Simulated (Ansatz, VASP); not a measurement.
**Two plane-wave programs on B**

INCAR

```
SYSTEM = B
PREC     = Accurate       ! precision mode
ENCUT    = 520            ! plane-wave cutoff, eV
EDIFF    = 1E-6           ! SCF threshold, eV
ISMEAR   = 0              ! smearing method
SIGMA    = 0.1            ! smearing width, eV
LREAL    = .False.        ! projectors in reciprocal space
LASPH    = .True.         ! aspherical terms in the spheres
NELM     = 100            ! most SCF steps
ALGO     = Normal         ! electronic algorithm
ISIF     = 2              ! what is computed and relaxed
LWAVE    = .False.        ! write WAVECAR
LCHARG   = .False.        ! write CHGCAR
GGA      = PE             ! functional
NBANDS   = 28             ! bands
```

File KPOINTS:

```
Automatic mesh
0
Gamma
  6 6 6
  0 0 0
```

The input POSCAR:

```
B
1.0
    2.5081732400      1.4480945000      3.4014535200
   -2.5081732400      1.4480945000      3.4014535200
    0.0000000000     -2.8961889900      3.4014535200
B
11
Direct
    0.4104384800      0.4104384800      0.4104384800
    0.5895615200      0.5895615200      0.5895615200
    0.6141590900      0.3858409100      0.0000000000
    0.0000000000      0.6141590900      0.3858409100
    0.3858409100      0.0000000000      0.6141590900
    0.3290587600      0.9836913900      0.0032753800
    0.0032753800      0.3290587600      0.9836913900
    0.9836913900      0.0032753800      0.3290587600
    0.9967246200      0.0163086100      0.6709412400
    0.0163086100      0.6709412400      0.9967246200
    0.6709412400      0.9967246200      0.0163086100
```

Input for Ansatz:

```yaml
crystal:
  lattice:
    - [2.50817324, 1.4480945, 3.40145352]
    - [-2.50817324, 1.4480945, 3.40145352]
    - [0.0, -2.89618899, 3.40145352]
  atoms:
    - { symbol: B, position: [0.41043848, 0.41043848, 0.41043848] }
    - { symbol: B, position: [0.58956152, 0.58956152, 0.58956152] }
    - { symbol: B, position: [0.61415909, 0.38584091, 0.0] }
    - { symbol: B, position: [0.0, 0.61415909, 0.38584091] }
    - { symbol: B, position: [0.38584091, 0.0, 0.61415909] }
    - { symbol: B, position: [0.32905876, 0.98369139, 0.00327538] }
    - { symbol: B, position: [0.00327538, 0.32905876, 0.98369139] }
    - { symbol: B, position: [0.98369139, 0.00327538, 0.32905876] }
    - { symbol: B, position: [0.99672462, 0.01630861, 0.67094124] }
    - { symbol: B, position: [0.01630861, 0.67094124, 0.99672462] }
    - { symbol: B, position: [0.67094124, 0.99672462, 0.01630861] }
basis:
  ecutwfc: 420
kpoints:
  mp_grid: { grid: [6, 6, 6] }
hamiltonian:
  xc: pbe
scf:
  occupations: { method: gaussian, width: 0.1 }
  lower_state_search: "off"
output:
  forces: true
  stress: true
  eigenvalues: true
```

Alike in both runs: task single point; functional PBE; k mesh 6 × 6 × 6; occupations gaussian, width 0.1 eV; no spin polarisation.

|  | VASP | Ansatz |
| --- | --- | --- |
| version | VASP 6.6.1 | Ansatz 0.2.0 |
| potentials or method | VASP PAW PBE potentials, release 64 (B), cutoff 520 eV | scalar-relativistic, plane waves, PAW |
| valence electrons in the cell | 33 | 33 |

|  | VASP | Ansatz | Ansatz less VASP |
| --- | --- | --- | --- |
| gap on the k mesh at the Fermi level (eV) | none | none | - |
| rms of the force components (eV/Å) | 0.588 | 0.584 | -0.0038 |

Atom by atom the forces differ by 0.005 eV/Å (rms over components). A gap of «none» marks a metal or a gap that the smearing closes.
